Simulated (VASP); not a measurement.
B4MoRu:

```
B Mo Ru
1.0
     0.00000    3.08593    3.08593
     3.08593    0.00000    3.08593
     3.08593    3.08593    0.00000
B Mo Ru
4 1 1
Direct
  0.12375 0.62542 0.62542
  0.62542 0.12375 0.62542
  0.62542 0.62542 0.12375
  0.62542 0.62542 0.62542
  0.00000 0.00000 0.00000
  0.25000 0.25000 0.25000
```

The cell was generated, and may not be a known phase.

| Quantity | Value |
| --- | --- |
| Program | VASP 6.6.1 |
| Task | relaxation of cell and atoms |
| Functional | PBE |
| Potentials or basis | VASP PAW PBE potentials, release 64 (B, Mo_sv, Ru_pv) |
| Cutoff | 600 eV |
| k mesh | 6 × 6 × 6 |
| Occupations | gaussian, width 0.1 eV |
| Spin | no spin polarisation |

At the start: pressure -30.3 GPa; volume 9.80 Å³/atom.

Where does the relaxation end?

Over 4 steps the energy falls by 125.6 meV/atom and the volume is 8.62 Å³/atom (-12.0 %); space group F-43m (No. 216, to 0.1 Å) before and after.

The path:
```tsv
step	energy change (eV)	largest force (eV/Å)	pressure (GPa)	volume (Å³)
1	0.0000	0.0529	-30.31	58.77
2	0.5589	0.0006	65.65	44.38
3	-0.7528	0.0378	-1.42	51.92
4	-0.7538	0.0372	-0.23	51.72
```

Final structure:
```xyz
6
Lattice="0.0000 2.9573 2.9573 2.9573 0.0000 2.9573 2.9573 2.9573 0.0000" Properties=species:S:1:pos:R:3 pbc="T T T"
B     3.6996    2.2149    2.2149
B     2.2149    3.6996    2.2149
B     2.2149    2.2149    3.6996
B     3.6996    3.6996    3.6996
Mo    0.0000    0.0000    0.0000
Ru    1.4786    1.4786    1.4786
```
